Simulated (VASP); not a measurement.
# Ti (P6_3/mmc) in VASP: a series of runs, part 3 of 3

VASP 6.6.1. The steps go on from the part before.

**5. Single point, r2SCAN**

POSCAR reads:

```
Ti
1.0
    2.9358559451      0.0000000000      0.0000000000
   -1.4679279726      2.5425258303      0.0000000000
    0.0000000000      0.0000000000      4.6416239676
Ti
2
Direct
    0.3333333333      0.6666666667      0.2500000000
    0.6666666667      0.3333333333      0.7500000000
```

INCAR.step1 reads:

```
SYSTEM = Ti
PREC = Accurate ; ENCUT = 520
ISMEAR = -1 ; SIGMA = 0.1
LREAL = .False. ; LASPH = .True.
NELM = 60 ; NBANDS = 19
GGA = PE ; ALGO = Normal
EDIFF = 1E-4 ; LWAVE = .True.
LCHARG = .False.
```

INCAR.step2 reads:

```
SYSTEM = Ti
PREC = Accurate ; ENCUT = 520
EDIFF = 1E-6 ; ISMEAR = -1
SIGMA = 0.1 ; LREAL = .False.
LASPH = .True. ; NELM = 60
ALGO = Normal ; ISIF = 2
LWAVE = .False. ; LCHARG = .True.
METAGGA = R2SCAN ; LMIXTAU = .True.
LELF = .True. ; LVHAR = .True.
NBANDS = 19 ; ISTART = 1
```

KPOINTS reads:

```
regular mesh
0
Gamma
  10 10 6
  0 0 0
```

Potentials or basis: VASP PAW PBE potentials, release 64 (Ti_sv).

The run is started by

```sh
cat potpaw_PBE.64/Ti_sv/POTCAR > POTCAR
cp INCAR.step1 INCAR
mpirun -np 1 vasp_std > vasp.out
cp INCAR.step2 INCAR
mpirun -np 1 vasp_std > vasp.out
```

OUTCAR:

```text
SYSTEM = Ti
   PREC = Accurate
   ENCUT = 520
   EDIFF = 1E-6
   ISMEAR = -1
   LREAL = .False.
   LASPH = .True.
   NELM = 60
   ISIF = 2
   METAGGA = R2SCAN
   ISTART = 1

 ion  position               nearest neighbor table
   1  0.333  0.667  0.250-   2 2.87   2 2.87   2 2.87   2 2.87   2 2.87   2 2.87
   2  0.667  0.333  0.750-   1 2.87   1 2.87   1 2.87   1 2.87   1 2.87   1 2.87

  LATTYP: Found a hexagonal cell.
 ALAT       =     2.9358559451
 C/A-ratio  =     1.5810121663

  Lattice vectors:

 A1 = (   2.9358559451,   0.0000000000,   0.0000000000)
 A2 = (  -1.4679279726,   2.5425258303,   0.0000000000)
 A3 = (   0.0000000000,   0.0000000000,   4.6416239676)

Analysis of symmetry for initial positions (statically):
=====================================================================
 Subroutine PRICEL returns:
 Original cell was already a primitive cell.

 Routine SETGRP: Setting up the symmetry group for a
 hexagonal supercell.

 Subroutine GETGRP returns: Found 24 space group operations
 (whereof 12 operations were pure point group operations)
 out of a pool of 24 trial point group operations.

The static configuration has the point symmetry D_3d.
 The point group associated with its full space group is D_6h.

Analysis of symmetry for dynamics (positions and initial velocities):
=====================================================================
 Subroutine PRICEL returns:
 Original cell was already a primitive cell.

 Routine SETGRP: Setting up the symmetry group for a
 hexagonal supercell.

 Subroutine GETGRP returns: Found 24 space group operations
 (whereof 12 operations were pure point group operations)
 out of a pool of 24 trial point group operations.

The dynamic configuration has the point symmetry D_3d.
 The point group associated with its full space group is D_6h.

 Subroutine INISYM returns: Found 24 space group operations
 (whereof 12 operations are pure point group operations),
 and found     1 'primitive' translations

----------------------------------------------------------------------------------------

                                     Primitive cell

  volume of cell :      34.6474

  direct lattice vectors                    reciprocal lattice vectors
     2.935855945  0.000000000  0.000000000     0.340616167  0.196654836  0.000000000
    -1.467927973  2.542525830  0.000000000     0.000000000  0.393309672  0.000000000
     0.000000000  0.000000000  4.641623968     0.000000000  0.000000000  0.215441838

  length of vectors
     2.935855945  2.935855945  4.641623968     0.393309672  0.393309672  0.215441838

  position of ions in fractional coordinates (direct lattice)
     0.333333333  0.666666667  0.250000000
     0.666666667  0.333333333  0.750000000

  ion indices of the primitive-cell ions
   primitive index   ion index
                 1           1
                 2           2

----------------------------------------------------------------------------------------

 KPOINTS: regular mesh

Automatic generation of k-mesh.
 Grid dimensions read from file:
 generate k-points for:   10   10    6

 Generating k-lattice:

  Cartesian coordinates                     Fractional coordinates (reciprocal lattice)
     0.034061617  0.019665484  0.000000000     0.100000000  0.000000000  0.000000000
     0.000000000  0.039330967  0.000000000     0.000000000  0.100000000  0.000000000
     0.000000000  0.000000000  0.035906973     0.000000000  0.000000000  0.166666667

  Length of vectors
     0.039330967  0.039330967  0.035906973

  Shift w.r.t. Gamma in fractional coordinates (k-lattice)
     0.000000000  0.000000000  0.000000000

 Subroutine IBZKPT returns following result:
 ===========================================

 Found     56 irreducible k-points:

 Following reciprocal coordinates:
            Coordinates               Weight
  0.000000  0.000000  0.000000      1.000000
  0.100000  0.000000  0.000000      6.000000
  0.200000  0.000000  0.000000      6.000000
  0.300000  0.000000  0.000000      6.000000
  0.400000 -0.000000  0.000000      6.000000
  0.500000 -0.000000  0.000000      3.000000
[... 16 lines left out ...]
  0.300000  0.100000  0.166667     24.000000
  0.400000  0.100000  0.166667     24.000000
 [... further k-points ...]
   k-points           NKPTS =     56   k-points in BZ     NKDIM =     56   number of bands    NBANDS=     19
   number of dos      NEDOS =    301   number of ions     NIONS =      2
   total plane-waves  NPLWV =  20736
   dimension x,y,z NGX =    24 NGY =   24 NGZ =   36
   dimension x,y,z NGXF=    48 NGYF=   48 NGZF=   72
   ions per type =               2
   NGX,Y,Z   is equivalent  to a cutoff of  13.59, 13.59, 12.89 a.u.
   NGXF,Y,Z  is equivalent  to a cutoff of  27.18, 27.18, 25.79 a.u.
 SYSTEM =  Ti
   PREC   = accura    normal or accurate (medium, high low for compatibility)
   ISTART =      1    job   : 0-new  1-cont  2-samecut
   ICHARG =      0    charge: 1-file 2-atom 10-const
   ISPIN  =      1    spin polarized calculation?
   LNONCOLLINEAR =      F non collinear calculations
   LSORBIT =      F    spin-orbit coupling
   LASPH  =      T    aspherical Exc in radial PAW
   ENCUT  =  520.0 eV  38.22 Ry    6.18 a.u.   5.46  5.46  8.63*2*pi/ulx,y,z
   NELM   =     60;   NELMIN=  2; NELMDL=  0     # of ELM steps
   EDIFF  = 0.1E-05   stopping-criterion for ELM
   LREAL  =      F    real-space projection
   EDIFFG = 0.1E-04   stopping-criterion for IOM
   NSW    =      0    number of steps for IOM
   IBRION =     -1    ionic relax: 0-MD 1-quasi-New 2-CG
   NFREE  =      0    steps in history (QN), initial steepest desc. (CG)
   ISIF   =      2    stress and relaxation
   ISYM   =      2    0-nonsym 1-usesym 2-fastsym
   POTIM  = 0.5000    time-step for ionic-motion
   TEBEG  =    0.0;   TEEND  =   0.0 temperature during run
   PSTRESS=    0.0 pullay stress
   NELECT =      24.0000    total number of electrons
   NUPDOWN=      -1.0000    fix difference up-down
   EMIN   =  10.00;   EMAX   =-10.00  energy-range for DOS
   EFERMI =   0.00;   METHOD = LEGACY
   ISMEAR =    -1;   SIGMA  =   0.10  broadening in eV -4-tet -1-fermi 0-gaus
   EFERMI_NEDOS =   21; number of points for ismear=-14 and -15
   IALGO  =     38    algorithm
   IMIX   =      4    mixing-type and parameters
     AMIX     =   0.40;   BMIX     =  1.00
     AMIX_MAG =   1.60;   BMIX_MAG =  1.00
  volume/ion in A,a.u.               =      17.32       116.91
  Fermi-wavevector in a.u.,A,eV,Ry     =   1.448511  2.737289 28.547540  2.098185
  Thomas-Fermi vector in A             =   2.566344
   LORBIT       =      0    0 simple, 1 ext, 2 COOP (PROOUT), +10 PAW based schemes
   METAGGA = R2SCAN    functional components
   LHFCALC =     F    Hartree Fock is set to
   AEXX    =    0.0000 exact exchange contribution
   IVDW    =     0    specifies the selected vdW correction
   LEPSILON=     F    determine dielectric tensor
   LRPA    =     F    only Hartree local field effects (RPA)
 non-spin polarized calculation
  energy-cutoff  :      520.00
  volume of cell :       34.65
 maximum number of plane-waves:       965
 NGX is ok and might be reduce to    24
   NGX = 11   NGY = 11   NGZ = 17

 number of electron      24.0000002 magnetization

 Free energy of the ion-electron system (eV)
  ---------------------------------------------------
  ext. energy  EPLUGINS =         0.00000000
  ---------------------------------------------------
  free energy    TOTEN  =       -25.93115815 eV

  energy without entropy =      -25.86538530  energy(sigma->0) =      -25.89827172

 E-fermi :   8.4055     XC(G=0): -12.4096

 val. band max:        8.4028124307   @ k =   0.3000   0.3000   0.3333
 cond. band min:       8.4065024421   @ k =   0.2000   0.0000   0.3333
 fundamental gap:      0.0036900114
 Fermi energy:         8.4055390532

 k-point     1 :       0.0000    0.0000    0.0000
  band No.  band energies     occupation
      1     -50.8035      2.00000
      2     -50.6575      2.00000
      3     -26.3658      2.00000
      4     -25.6978      2.00000
      5     -25.6978      2.00000
      6     -25.6199      2.00000
[... 11 lines left out ...]
     18      10.2522      0.00000
     19      11.8232      0.00000

 k-point     2 :       0.1000    0.0000    0.0000
  band No.  band energies     occupation
      1     -50.7932      2.00000
      2     -50.6535      2.00000
      3     -26.3427      2.00000
      4     -25.7444      2.00000
      5     -25.7133      2.00000
      6     -25.6417      2.00000
[... 476 lines left out ...]
 k-point    24 :       0.4000    0.1000    0.1667
  band No.  band energies     occupation
      1     -50.6758      2.00000
      2     -50.6345      2.00000
      3     -26.2137      2.00000
      4     -26.0941      2.00000
      5     -25.9760      2.00000
      6     -25.8520      2.00000
[... 11 lines left out ...]
     18      12.0538      0.00000
     19      12.7643      0.00000

 [... further k-points ...]
[... 5 lines left out ...]
  --------------------------------------------------------------------------------------
  -------------------------------------------------------------------------------------
  Total        0.0926299      0.0926299      0.0664523     -0.0000000      0.0000000      0.0000000
  in kB        4.2834320      4.2834320      3.0729161     -0.0000000      0.0000000      0.0000000
  external PRESSURE =       3.8799267 kB  Pullay stress =       0.0000000 kB

 VOLUME and BASIS-vectors are now :
 -----------------------------------------------------------------------------
  energy-cutoff  :      520.00
  volume of cell :       34.65
      direct lattice vectors                 reciprocal lattice vectors
     2.935855945  0.000000000  0.000000000     0.340616167  0.196654836  0.000000000
    -1.467927973  2.542525830  0.000000000     0.000000000  0.393309672  0.000000000
     0.000000000  0.000000000  4.641623968     0.000000000  0.000000000  0.215441838

 POSITION                                       TOTAL-FORCE (eV/Angst)
 -----------------------------------------------------------------------------------
     -0.00000      1.69502      1.16041        -0.000000      0.000000      0.000000
      1.46793      0.84751      3.48122         0.000000      0.000000      0.000000
 -----------------------------------------------------------------------------------
    total drift:                                0.000000     -0.000000      0.000000

  FREE ENERGIE OF THE ION-ELECTRON SYSTEM (eV)
  ---------------------------------------------------
  free  energy   TOTEN  =       -25.9311581458 eV

  energy  without entropy=      -25.8653852959  energy(sigma->0) =      -25.89827172
```

Wall time 3.1 min (1 thread of Intel Xeon 8259CL, shared host); peak memory 0.18 GiB.

Results:

| Quantity | Value |
| --- | --- |
| Free energy | -25.9312 eV |
| Pressure | 0.4 GPa |
| Band gap on the k mesh | zero (bands 12 and 13 overlap by 1.21 eV) |

Caveat: the PAW data sets were made with another functional, which shifts forces and pressure a little.

**6. Single point, r2SCAN**

POSCAR is that of step 5.

INCAR.step1 reads:

```
ALGO     = Normal         # electronic algorithm
EDIFF    = 1E-4           # SCF threshold, eV
ENCUT    = 520            # plane-wave cutoff, eV
GGA      = PE             # functional
ISMEAR   = -1             # smearing method
LASPH    = T              # aspherical terms in the spheres
LCHARG   = F              # write CHGCAR
LREAL    = F              # projectors in reciprocal space
LWAVE    = T              # write WAVECAR
NBANDS   = 19             # bands
NELM     = 80             # most SCF steps
PREC     = Accurate       # precision mode
SIGMA    = 0.01           # smearing width, eV
```

INCAR.step2 reads:

```
ALGO     = Normal         # electronic algorithm
EDIFF    = 1E-6           # SCF threshold, eV
ENCUT    = 520            # plane-wave cutoff, eV
ISIF     = 2              # what is computed and relaxed
ISMEAR   = -1             # smearing method
ISTART   = 1            
LASPH    = T              # aspherical terms in the spheres
LCHARG   = F              # write CHGCAR
LMIXTAU  = T            
LREAL    = F              # projectors in reciprocal space
LWAVE    = F              # write WAVECAR
METAGGA  = R2SCAN         # meta-GGA
NBANDS   = 19             # bands
NELM     = 80             # most SCF steps
PREC     = Accurate       # precision mode
SIGMA    = 0.01           # smearing width, eV
```

KPOINTS reads:

```
k-points
0
Gamma
  12 12 7
```

Potentials or basis: VASP PAW PBE potentials, release 64 (Ti_sv).

The run is started by

```sh
cat potpaw_PBE.64/Ti_sv/POTCAR > POTCAR
cp INCAR.step1 INCAR
mpirun -np 1 vasp_std > vasp.out
cp INCAR.step2 INCAR
mpirun -np 1 vasp_std > vasp.out
```

OUTCAR:

```text
EDIFF = 1E-6
   ENCUT = 520
   ISIF = 2
   ISMEAR = -1
   ISTART = 1
   LASPH = T
   LREAL = F
   METAGGA = R2SCAN
   NELM = 80
   PREC = Accurate

 ion  position               nearest neighbor table
   1  0.333  0.667  0.250-   2 2.87   2 2.87   2 2.87   2 2.87   2 2.87   2 2.87
   2  0.667  0.333  0.750-   1 2.87   1 2.87   1 2.87   1 2.87   1 2.87   1 2.87

  LATTYP: Found a hexagonal cell.
 ALAT       =     2.9358559451
 C/A-ratio  =     1.5810121663

  Lattice vectors:

 A1 = (   2.9358559451,   0.0000000000,   0.0000000000)
 A2 = (  -1.4679279726,   2.5425258303,   0.0000000000)
 A3 = (   0.0000000000,   0.0000000000,   4.6416239676)

Analysis of symmetry for initial positions (statically):
=====================================================================
 Subroutine PRICEL returns:
 Original cell was already a primitive cell.

 Routine SETGRP: Setting up the symmetry group for a
 hexagonal supercell.

 Subroutine GETGRP returns: Found 24 space group operations
 (whereof 12 operations were pure point group operations)
 out of a pool of 24 trial point group operations.

The static configuration has the point symmetry D_3d.
 The point group associated with its full space group is D_6h.

Analysis of symmetry for dynamics (positions and initial velocities):
=====================================================================
 Subroutine PRICEL returns:
 Original cell was already a primitive cell.

 Routine SETGRP: Setting up the symmetry group for a
 hexagonal supercell.

 Subroutine GETGRP returns: Found 24 space group operations
 (whereof 12 operations were pure point group operations)
 out of a pool of 24 trial point group operations.

The dynamic configuration has the point symmetry D_3d.
 The point group associated with its full space group is D_6h.

 Subroutine INISYM returns: Found 24 space group operations
 (whereof 12 operations are pure point group operations),
 and found     1 'primitive' translations

[... 103 lines left out ...]
   TEBEG  =    0.0;   TEEND  =   0.0 temperature during run
   PSTRESS=    0.0 pullay stress
   NELECT =      24.0000    total number of electrons
   NUPDOWN=      -1.0000    fix difference up-down
   EMIN   =  10.00;   EMAX   =-10.00  energy-range for DOS
   EFERMI =   0.00;   METHOD = LEGACY
   ISMEAR =    -1;   SIGMA  =   0.01  broadening in eV -4-tet -1-fermi 0-gaus
   EFERMI_NEDOS =   21; number of points for ismear=-14 and -15
   IALGO  =     38    algorithm
   IMIX   =      4    mixing-type and parameters
     AMIX     =   0.40;   BMIX     =  1.00
     AMIX_MAG =   1.60;   BMIX_MAG =  1.00
  volume/ion in A,a.u.               =      17.32       116.91
  Fermi-wavevector in a.u.,A,eV,Ry     =   1.448511  2.737289 28.547540  2.098185
  Thomas-Fermi vector in A             =   2.566344
   LORBIT       =      0    0 simple, 1 ext, 2 COOP (PROOUT), +10 PAW based schemes
   METAGGA = R2SCAN    functional components
   LHFCALC =     F    Hartree Fock is set to
   AEXX    =    0.0000 exact exchange contribution
   IVDW    =     0    specifies the selected vdW correction
   LEPSILON=     F    determine dielectric tensor
   LRPA    =     F    only Hartree local field effects (RPA)
 non-spin polarized calculation
  energy-cutoff  :      520.00
  volume of cell :       34.65
 maximum number of plane-waves:       965
 NGX is ok and might be reduce to    24
   NGX = 11   NGY = 11   NGZ = 17

 number of electron      24.0000002 magnetization

 Free energy of the ion-electron system (eV)
  ---------------------------------------------------
  ext. energy  EPLUGINS =         0.00000000
  ---------------------------------------------------
  free energy    TOTEN  =       -25.90090414 eV

  energy without entropy =      -25.89992791  energy(sigma->0) =      -25.90041603

 E-fermi :   8.4334     XC(G=0): -12.4092

 val. band max:        8.4209193317   @ k =   0.3333   0.2500   0.2857
 cond. band min:       8.4376507376   @ k =   0.3333   0.1667   0.4286
 fundamental gap:      0.0167314059
 Fermi energy:         8.4334125935

 k-point     1 :       0.0000    0.0000    0.0000
  band No.  band energies     occupation
      1     -50.8089      2.00000
      2     -50.6629      2.00000
      3     -26.3724      2.00000
      4     -25.7021      2.00000
      5     -25.7020      2.00000
      6     -25.6270      2.00000
[... 505 lines left out ...]
      6     -25.8077      2.00000
[... 11 lines left out ...]
     18      11.3412      0.00000
     19      12.1365      0.00000

 [... further k-points ...]
[... 5 lines left out ...]
  --------------------------------------------------------------------------------------
  -------------------------------------------------------------------------------------
  Total        0.0611263      0.0611263      0.0294648     -0.0000000     -0.0000000     -0.0000000
  in kB        2.8266286      2.8266286      1.3625213     -0.0000000     -0.0000000     -0.0000000
  external PRESSURE =       2.3385928 kB  Pullay stress =       0.0000000 kB

 VOLUME and BASIS-vectors are now :
 -----------------------------------------------------------------------------
  energy-cutoff  :      520.00
  volume of cell :       34.65
      direct lattice vectors                 reciprocal lattice vectors
     2.935855945  0.000000000  0.000000000     0.340616167  0.196654836  0.000000000
    -1.467927973  2.542525830  0.000000000     0.000000000  0.393309672  0.000000000
     0.000000000  0.000000000  4.641623968     0.000000000  0.000000000  0.215441838

 POSITION                                       TOTAL-FORCE (eV/Angst)
 -----------------------------------------------------------------------------------
     -0.00000      1.69502      1.16041        -0.000000      0.000000      0.000000
      1.46793      0.84751      3.48122         0.000000     -0.000000      0.000000
 -----------------------------------------------------------------------------------
    total drift:                                0.000000     -0.000000      0.000000

  FREE ENERGIE OF THE ION-ELECTRON SYSTEM (eV)
  ---------------------------------------------------
  free  energy   TOTEN  =       -25.9009041422 eV

  energy  without entropy=      -25.8999279103  energy(sigma->0) =      -25.90041603
```

It took 3.7 min on 1 thread of Intel Xeon 8259CL, shared host; peak memory 0.18 GiB.

What came out:

```yaml
Free_energy: -25.9009 eV
Pressure: 0.2 GPa
Band_gap_on_the_k_mesh: zero (bands 12 and 13 overlap by 1.26 eV)
```

Stress tensor (GPa, compression positive):
```
0.28 0.00 0.00
0.00 0.28 0.00
0.00 0.00 0.14
```

Levels at points of the mesh, in eV from the Fermi level:
```csv
k point,band 10,band 11,band 12,band 13,band 14,band 15
"(0.00, 0.00, 0.00)",-2.88,0.58,0.86,0.86,0.98,1.39
"(0.50, 0.00, 0.00)",-2.30,-1.95,-0.85,0.60,0.70,1.27
```

Caveat: the PAW data sets were made with another functional, which shifts forces and pressure a little.

**7. Overview**

```csv
k mesh,smearing,gap on the mesh (eV),pressure (GPa)
4 × 4 × 3,fermi-dirac 0.1 eV,none,0.6
6 × 6 × 4,fermi-dirac 0.1 eV,none,0.5
8 × 8 × 4,fermi-dirac 0.1 eV,none,0.2
10 × 10 × 6,fermi-dirac 0.1 eV,none,0.4
12 × 12 × 7,fermi-dirac 0.01 eV,none,0.2
```

Alike in all rows: task single point; level r2SCAN; potentials or basis VASP PAW PBE potentials, release 64 (Ti_sv); no spin polarisation; cell as given; cutoff (eV) 520.

Caveats: some runs use coarse meshes; the PAW data sets were made with another functional, which shifts forces and pressure a little.

Absolute energies hang on the potentials; compare differences alone.

The gap in the log of VASP goes by the Fermi energy; the results here count the filled bands.